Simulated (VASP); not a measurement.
# Al (P6_3/mmc) in VASP: a series of runs

Runs on Al. Level: PBEsol. Tasks: relaxation of cell and atoms.

All numbers are computed with VASP 6.6.1; they aren't measurements. Logs are shortened: lines on timing, memory, paths and dates and some standing lists are left out, and cuts for length are marked.

## 1. The cell of the first run

Symmetry: P6_3/mmc, No. 194, hexagonal system. The conventional cell has a = 2.827 Å, b = 2.827 Å, c = 9.186 Å, α = 90.00°, β = 90.00°, γ = 120.00°. Al (site symmetry -6m2) has 12 Al at 2.82 to 2.83 Å within 3.7 Å. Within 3.7 Å of Al (site symmetry -3m) lie 12 Al at 2.82 to 2.83 Å.

## 2. Relaxation of cell and atoms, PBEsol, target pressure 2 GPa, at which the enthalpy is minimised

Contents of INCAR:

```
SYSTEM = Al
  PREC = Accurate
  ENCUT = 600
  EDIFF = 1E-6
  ISMEAR = -1
  SIGMA = 0.05
  LREAL = .FALSE.
  LASPH = .TRUE.
  NELM = 100
  ALGO = Fast
  ISIF = 3
  LWAVE = .FALSE.
  LCHARG = .FALSE.
  GGA = PS
  IBRION = 2
  NSW = 60
  EDIFFG = -0.01
  PSTRESS = 20.0
```

Contents of KPOINTS:

```
regular mesh
0
G
  11 11 3
  0 0 0
```

Contents of POSCAR:

```
Al
1.0
    2.8270770242      0.0000000000      0.0000000000
   -1.4135385121      2.4483205214      0.0000000000
    0.0000000000      0.0000000000      9.1859930700
Al
4
Direct
    0.6666666667      0.3333333333      0.7500000000
    0.0000000000      0.0000000000      0.5000000000
    0.3333333333      0.6666666667      0.2500000000
    0.0000000000      0.0000000000      0.0000000000
```

Potentials or basis: VASP PAW PBE potentials, release 64 (Al).

Started as:

```console
$ cat potpaw_PBE.64/Al/POTCAR > POTCAR
$ mpirun -np 1 vasp_std > vasp.out
```

OUTCAR:

```text
SYSTEM = Al
   PREC = Accurate
   ENCUT = 600
   EDIFF = 1E-6
   ISMEAR = -1
   LREAL = .FALSE.
   LASPH = .TRUE.
   NELM = 100
   ISIF = 3
   GGA = PS
   IBRION = 2
   NSW = 60
   EDIFFG = -0.01
   PSTRESS = 20.0

 ion  position               nearest neighbor table
   1  0.667  0.333  0.750-   2 2.82   4 2.82   2 2.82   4 2.82   2 2.82   4 2.82
   2  0.000  0.000  0.500-   1 2.82   3 2.82   3 2.82   1 2.82   1 2.82   3 2.82
   3  0.333  0.667  0.250-   2 2.82   4 2.82   2 2.82   4 2.82   2 2.82   4 2.82
   4  0.000  0.000  0.000-   1 2.82   3 2.82   3 2.82   1 2.82   1 2.82   3 2.82

  LATTYP: Found a hexagonal cell.
 ALAT       =     2.8270770242
 C/A-ratio  =     3.2492899880

  Lattice vectors:

 A1 = (   2.8270770242,   0.0000000000,   0.0000000000)
 A2 = (  -1.4135385121,   2.4483205214,   0.0000000000)
 A3 = (   0.0000000000,   0.0000000000,   9.1859930700)

Analysis of symmetry for initial positions (statically):
=====================================================================
 Subroutine PRICEL returns:
 Original cell was already a primitive cell.

 Routine SETGRP: Setting up the symmetry group for a
 hexagonal supercell.

 Subroutine GETGRP returns: Found 24 space group operations
 (whereof 12 operations were pure point group operations)
 out of a pool of 24 trial point group operations.

The static configuration has the point symmetry D_3d.
 The point group associated with its full space group is D_6h.

Analysis of symmetry for dynamics (positions and initial velocities):
=====================================================================
 Subroutine PRICEL returns:
 Original cell was already a primitive cell.

 Routine SETGRP: Setting up the symmetry group for a
 hexagonal supercell.

 Subroutine GETGRP returns: Found 24 space group operations
 (whereof 12 operations were pure point group operations)
 out of a pool of 24 trial point group operations.

The dynamic configuration has the point symmetry D_3d.
 The point group associated with its full space group is D_6h.

 Subroutine INISYM returns: Found 24 space group operations
 (whereof 12 operations are pure point group operations),
 and found     1 'primitive' translations

----------------------------------------------------------------------------------------

                                     Primitive cell

  volume of cell :      63.5817

  direct lattice vectors                    reciprocal lattice vectors
     2.827077024  0.000000000  0.000000000     0.353722234  0.204221627  0.000000000
    -1.413538512  2.448320521  0.000000000     0.000000000  0.408443254  0.000000000
     0.000000000  0.000000000  9.185993070     0.000000000  0.000000000  0.108861393

  length of vectors
     2.827077024  2.827077024  9.185993070     0.408443254  0.408443254  0.108861393

  position of ions in fractional coordinates (direct lattice)
     0.666666667  0.333333333  0.750000000
     0.000000000  0.000000000  0.500000000
     0.333333333  0.666666667  0.250000000
     0.000000000  0.000000000  0.000000000

  ion indices of the primitive-cell ions
   primitive index   ion index
                 1           1
                 2           2
                 3           3
                 4           4

----------------------------------------------------------------------------------------

 KPOINTS: regular mesh

Automatic generation of k-mesh.
 Grid dimensions read from file:
 generate k-points for:   11   11    3

 Generating k-lattice:

  Cartesian coordinates                     Fractional coordinates (reciprocal lattice)
     0.032156567  0.018565602  0.000000000     0.090909091 -0.000000000  0.000000000
     0.000000000  0.037131205  0.000000000     0.000000000  0.090909091  0.000000000
     0.000000000  0.000000000  0.036287131     0.000000000  0.000000000  0.333333333

  Length of vectors
     0.037131205  0.037131205  0.036287131

  Shift w.r.t. Gamma in fractional coordinates (k-lattice)
     0.000000000  0.000000000  0.000000000

 Subroutine IBZKPT returns following result:
 ===========================================

 Found     32 irreducible k-points:

 Following reciprocal coordinates:
            Coordinates               Weight
  0.000000  0.000000  0.000000      1.000000
  0.090909  0.000000  0.000000      6.000000
  0.181818  0.000000  0.000000      6.000000
  0.272727  0.000000  0.000000      6.000000
  0.363636  0.000000  0.000000      6.000000
  0.454545 -0.000000  0.000000      6.000000
[... 16 lines left out ...]
  0.090909  0.090909  0.333333     12.000000
  0.181818  0.090909  0.333333     24.000000
 [... further k-points ...]
   k-points           NKPTS =     32   k-points in BZ     NKDIM =     32   number of bands    NBANDS=     10
   number of dos      NEDOS =    301   number of ions     NIONS =      4
   total plane-waves  NPLWV =  46080
   dimension x,y,z NGX =    24 NGY =   24 NGZ =   80
   dimension x,y,z NGXF=    48 NGYF=   48 NGZF=  160
   ions per type =               4
   NGX,Y,Z   is equivalent  to a cutoff of  14.11, 14.11, 14.48 a.u.
   NGXF,Y,Z  is equivalent  to a cutoff of  28.23, 28.23, 28.96 a.u.
 SYSTEM =  Al
   PREC   = accura    normal or accurate (medium, high low for compatibility)
   ISTART =      0    job   : 0-new  1-cont  2-samecut
   ICHARG =      2    charge: 1-file 2-atom 10-const
   ISPIN  =      1    spin polarized calculation?
   LNONCOLLINEAR =      F non collinear calculations
   LSORBIT =      F    spin-orbit coupling
   LASPH  =      T    aspherical Exc in radial PAW
   ENCUT  =  600.0 eV  44.10 Ry    6.64 a.u.   5.65  5.65 18.35*2*pi/ulx,y,z
   NELM   =    100;   NELMIN=  2; NELMDL= -5     # of ELM steps
   EDIFF  = 0.1E-05   stopping-criterion for ELM
   LREAL  =      F    real-space projection
   EDIFFG = -.1E-01   stopping-criterion for IOM
   NSW    =     60    number of steps for IOM
   IBRION =      2    ionic relax: 0-MD 1-quasi-New 2-CG
   NFREE  =      1    steps in history (QN), initial steepest desc. (CG)
   ISIF   =      3    stress and relaxation
   ISYM   =      2    0-nonsym 1-usesym 2-fastsym
   POTIM  = 0.5000    time-step for ionic-motion
   TEBEG  =    0.0;   TEEND  =   0.0 temperature during run
   PSTRESS=   20.0 pullay stress
   NELECT =      12.0000    total number of electrons
   NUPDOWN=      -1.0000    fix difference up-down
   EMIN   =  10.00;   EMAX   =-10.00  energy-range for DOS
   EFERMI =   0.00;   METHOD = LEGACY
   ISMEAR =    -1;   SIGMA  =   0.05  broadening in eV -4-tet -1-fermi 0-gaus
   EFERMI_NEDOS =   21; number of points for ismear=-14 and -15
   IALGO  =     68    algorithm
   IMIX   =      4    mixing-type and parameters
     AMIX     =   0.40;   BMIX     =  1.00
     AMIX_MAG =   1.60;   BMIX_MAG =  1.00
  volume/ion in A,a.u.               =      15.90       107.27
  Fermi-wavevector in a.u.,A,eV,Ry     =   0.939055  1.774557 11.997959  0.881825
  Thomas-Fermi vector in A             =   2.066329
   LORBIT       =      0    0 simple, 1 ext, 2 COOP (PROOUT), +10 PAW based schemes
   GGA     = PS    functional components
   LHFCALC =     F    Hartree Fock is set to
   AEXX    =    0.0000 exact exchange contribution
   IVDW    =     0    specifies the selected vdW correction
   LEPSILON=     F    determine dielectric tensor
   LRPA    =     F    only Hartree local field effects (RPA)
 conjugate gradient relaxation of ions
 non-spin polarized calculation
 RMM-DIIS sequential band-by-band and
  energy-cutoff  :      600.00
  volume of cell :       63.58
 maximum number of plane-waves:      2139
 NGX is ok and might be reduce to    24
   NGX = 11   NGY = 11   NGZ = 37

--------------------------------------- Ionic step        1  -------------------------------------------

 number of electron      12.0000000 magnetization

 Free energy of the ion-electron system (eV)
  ---------------------------------------------------
  ext. energy  EPLUGINS =         0.00000000
  ---------------------------------------------------
  free energy    TOTEN  =       -16.34996410 eV

  energy without entropy =      -16.33664707  energy(sigma->0) =      -16.34330558

------------------------ aborting loop because EDIFF is reached ----------------------------------------

  FORCE on cell =-STRESS in cart. coord.  units (eV):
  Direction    XX          YY          ZZ          XY          YZ          ZX
  --------------------------------------------------------------------------------------
  -------------------------------------------------------------------------------------
  Total        0.5388449      0.5388449      1.3301104      0.0000000      0.0000000      0.0000000
  in kB       13.5782051     13.5782051     33.5170841      0.0000000      0.0000000      0.0000000
  external PRESSURE =       0.2244981 kB  Pullay stress =      20.0000000 kB
[... 65 lines left out ...]
  enthalpy is  TOTEN    =       -15.5605330664 eV   P V=        0.7939227996

--------------------------------------- Ionic step        3  -------------------------------------------

 number of electron      12.0000000 magnetization

 Free energy of the ion-electron system (eV)
  ---------------------------------------------------
  ext. energy  EPLUGINS =         0.00000000
  ---------------------------------------------------
  free energy    TOTEN  =       -16.35605587 eV

  energy without entropy =      -16.34714502  energy(sigma->0) =      -16.35160045

 E-fermi :   8.3535     XC(G=0): -10.3921

 val. band max:        8.3434700817   @ k =   0.4545  -0.0000   0.0000
 cond. band min:       8.3615023160   @ k =   0.2727   0.2727   0.0000
 fundamental gap:      0.0180322343
 Fermi energy:         8.3535106015

 k-point     1 :       0.0000    0.0000    0.0000
  band No.  band energies     occupation
      1      -3.0492      2.00000
      2      -1.3513      2.00000
      3      -1.3445      2.00000
      4       3.5280      2.00000
      5       3.7538      2.00000
      6      11.6042      0.00000
      7      11.6146      0.00000
      8      19.4771      0.00000
      9      19.4800      0.00000
     10      19.6042      0.00000
[... 287 lines left out ...]
 k-point    24 :       0.1818    0.0909    0.3333
  band No.  band energies     occupation
      1      -1.4243      2.00000
      2      -0.8616      2.00000
      3       1.3654      2.00000
      4       3.0100      2.00000
      5       7.2979      2.00000
      6       9.8309      0.00000
      7      11.6756      0.00000
      8      12.1655      0.00000
      9      13.6328      0.00000
     10      13.8056      0.00000

 [... further k-points ...]
[... 5 lines left out ...]
  --------------------------------------------------------------------------------------
  -------------------------------------------------------------------------------------
  Total        0.7895291      0.7895291      0.7717363      0.0000000      0.0000000      0.0000000
  in kB       19.8852203     19.8852203     19.4370855      0.0000000      0.0000000      0.0000000
  external PRESSURE =      -0.2641580 kB  Pullay stress =      20.0000000 kB
[... 19 lines left out ...]
  FREE ENERGIE OF THE ION-ELECTRON SYSTEM (eV)
  ---------------------------------------------------
  free  energy   TOTEN  =       -16.3560558739 eV

  energy  without entropy=      -16.3471450224  energy(sigma->0) =      -16.35160045

  enthalpy is  TOTEN    =       -15.5619694883 eV   P V=        0.7940863856

 reached required accuracy - stopping structural energy minimisation
```

It took 20 s on 1 thread of Intel Xeon 6975P-C (Granite Rapids), shared host; peak memory 0.2 GiB.

What came out:

* Free energy: -16.3561 eV
* Relaxed volume: 15.90 Å³/atom
* Relaxed cell: a = 2.811 Å, b = 2.811 Å, c = 9.297 Å, α = 90.00°, β = 90.00°, γ = 120.00°
* Space group after relaxing (to 0.05 Å): P6_3/mmc (No. 194)
* Energy change on relaxing (the enthalpy is what falls): -1.5 meV/atom
* Ionic steps: 3
* Pressure after relaxing: 2.0 GPa
* Band gap on the k mesh: zero (band 6 reaches 12.05 eV, above the bottom of band 7 at 6.50 eV)

Step by step:
| step | energy change (eV) | largest force (eV/Å) | pressure (GPa) | volume (Å³) |
| --- | --- | --- | --- | --- |
| 1 | 0.0000 | 0.0000 | 2.02 | 63.58 |
| 2 | -0.0045 | 0.0000 | 1.99 | 63.60 |
| 3 | -0.0061 | 0.0000 | 1.97 | 63.61 |

Final structure:
```
CELL_PARAMETERS angstrom
2.81078 0.00000 0.00000
-1.40539 2.43421 0.00000
0.00000 0.00000 9.29742
ATOMIC_POSITIONS crystal
Al 0.66667 0.33333 0.75000
Al 0.00000 0.00000 0.50000
Al 0.33333 0.66667 0.25000
Al 0.00000 0.00000 0.00000
```

Levels at points of the mesh, in eV from the Fermi level:
```
           k point  band 3  band 4  band 5  band 6  band 7  band 8
(0.00, 0.00, 0.00)   -9.70   -4.83   -4.60    3.25    3.26   11.12
```

Caveat: the cell is relaxed towards a set pressure, so the enthalpy falls and the energy may rise; the PAW data sets were made with another functional, which shifts forces and pressure a little.

[end of part 1 of 2]
